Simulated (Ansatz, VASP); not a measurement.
# Ga: VASP beside Ansatz

INCAR

```
ALGO = Fast
EDIFF = 1E-6
ENCUT = 520
GGA = PS
ISIF = 2
ISMEAR = 0
LASPH = True
LCHARG = False
LREAL = False
LWAVE = False
NBANDS = 34
NELM = 60
PREC = Accurate
SIGMA = 0.15
```

File KPOINTS:

```
k-points
0
Gamma
  10 10 10
```

Contents of POSCAR:

```
Ga
1.0
    2.2350478178     -3.7986615528     -0.3352571727
    2.2350478178      3.7986615528     -0.3352571727
   -0.6734664180      0.0000000000      3.8163097021
Ga
4
Direct
    0.1559156097      0.8440843903      0.0832479706
    0.6559156097      0.3440843903      0.4167520294
    0.8440843903      0.1559156097      0.9167520294
    0.3440843903      0.6559156097      0.5832479706
```

Input for Ansatz:

```yaml
crystal:
  lattice:
    - [2.2350478178, -3.7986615528, -0.3352571727]
    - [2.2350478178, 3.7986615528, -0.3352571727]
    - [-0.673466418, 0.0, 3.8163097021]
  atoms:
    - { symbol: Ga, position: [0.1559156097, 0.8440843903, 0.0832479706] }
    - { symbol: Ga, position: [0.6559156097, 0.3440843903, 0.4167520294] }
    - { symbol: Ga, position: [0.8440843903, 0.1559156097, 0.9167520294] }
    - { symbol: Ga, position: [0.3440843903, 0.6559156097, 0.5832479706] }
basis:
  ecutwfc: 420
kpoints:
  mp_grid: { grid: [10, 10, 10] }
hamiltonian:
  xc: pbesol
scf:
  occupations: { method: gaussian, width: 0.15 }
output:
  forces: true
  stress: true
  eigenvalues: true
```

Change from the starting cell: engineering shear strain xz -0.3000, normal strain along z -0.1500.

Alike in both runs: task single point; functional PBEsol; k mesh 10 × 10 × 10; occupations gaussian, width 0.15 eV; no spin polarisation.

|  | VASP | Ansatz |
| --- | --- | --- |
| version | VASP 6.6.1 | Ansatz 0.2.0 |
| potentials or method | VASP PAW PBE potentials, release 64 (Ga_d), cutoff 520 eV | scalar-relativistic, plane waves, PAW |
| valence electrons in the cell | 52 | 52 |

VASP gave:

| Property | Result |
| --- | --- |
| gap on the k mesh at the Fermi level (eV) | none |
| pressure (GPa) | 27.3 |
| traceless stress, the component that is largest in VASP (GPa) | 14.01 |
| rms of the force components (eV/Å) | 1.431 |

Task: Which values does Ansatz return?

Result: gap on the k mesh at the Fermi level (eV): none; pressure (GPa): 27.1; traceless stress, the component that is largest in VASP (GPa): 13.98; rms of the force components (eV/Å): 1.426.

VASP's potentials were made for PBE, not for PBEsol. Atom by atom the forces differ by 0.006 eV/Å (rms over components). A gap of «none» marks a metal or a gap that the smearing closes. The functional is the same, so the differences come from potentials, cutoffs and numerics.
